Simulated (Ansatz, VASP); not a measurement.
**Two plane-wave programs on SnO2**

The input INCAR:

```
SYSTEM = SnO2
  PREC = Accurate
  ENCUT = 520
  EDIFF = 1E-6
  ISMEAR = 0
  SIGMA = 0.05
  LREAL = .FALSE.
  LASPH = .TRUE.
  NELM = 100
  ALGO = Normal
  ISIF = 2
  LWAVE = .FALSE.
  LCHARG = .FALSE.
  GGA = CA
  NBANDS = 35
```

The input KPOINTS:

```
Automatic mesh
0
G
  10 10 10
  0 0 0
```

POSCAR

```
SnO2
1.0
   -2.0655575580      2.0655575580      5.4973812135
    2.0655575580     -2.0655575580      5.4973812135
    2.0655575580      2.0655575580     -5.4973812135
Sn O
2 4
Direct
    0.7500000000      0.2500000000      0.5000000000
    0.0000000000      0.0000000000      0.0000000000
    0.7969975834      0.7969975834      0.0000000000
    0.9530024166      0.4530024166      0.5000000000
    0.2030024166      0.2030024166      0.0000000000
    0.5469975834      0.0469975834      0.5000000000
```

Input for Ansatz:

```yaml
crystal:
  lattice:
    - [-2.065557558, 2.065557558, 5.4973812135]
    - [2.065557558, -2.065557558, 5.4973812135]
    - [2.065557558, 2.065557558, -5.4973812135]
  atoms:
    - { symbol: Sn, position: [0.75, 0.25, 0.5] }
    - { symbol: Sn, position: [0.0, 0.0, 0.0] }
    - { symbol: O, position: [0.7969975834, 0.7969975834, 0.0] }
    - { symbol: O, position: [0.9530024166, 0.4530024166, 0.5] }
    - { symbol: O, position: [0.2030024166, 0.2030024166, 0.0] }
    - { symbol: O, position: [0.5469975834, 0.0469975834, 0.5] }
basis:
  ecutwfc: 420
kpoints:
  mp_grid: { grid: [10, 10, 10] }
hamiltonian:
  xc: lda
scf:
  occupations: { method: gaussian, width: 0.05 }
output:
  forces: true
  stress: true
  eigenvalues: true
```

Change from the starting cell: strain +0.040 along x and y, +0.080 along z, atoms carried along.

Alike in both runs: task single point; functional LDA; k mesh 10 × 10 × 10; occupations gaussian, width 0.05 eV; no spin polarisation.

```csv
,VASP,Ansatz
version,VASP 6.6.1,Ansatz 0.2.0
potentials or method,"VASP PAW LDA potentials, release 64 (Sn_d, O), cutoff 520 eV","scalar-relativistic, plane waves, PAW"
valence electrons in the cell,52,52
```

```tsv
	VASP	Ansatz	Ansatz less VASP
pressure (GPa)	-19.7	-20.2	-0.41
traceless stress, the component that is largest in VASP (GPa)	-4.53	-4.52	+0.008
rms of the force components (eV/Å)	0.410	0.415	+0.0042
```

LDA's correlation is that of Perdew and Zunger in VASP and of Perdew and Wang (1992) in Ansatz. Atom by atom the forces differ by 0.004 eV/Å (rms over components).
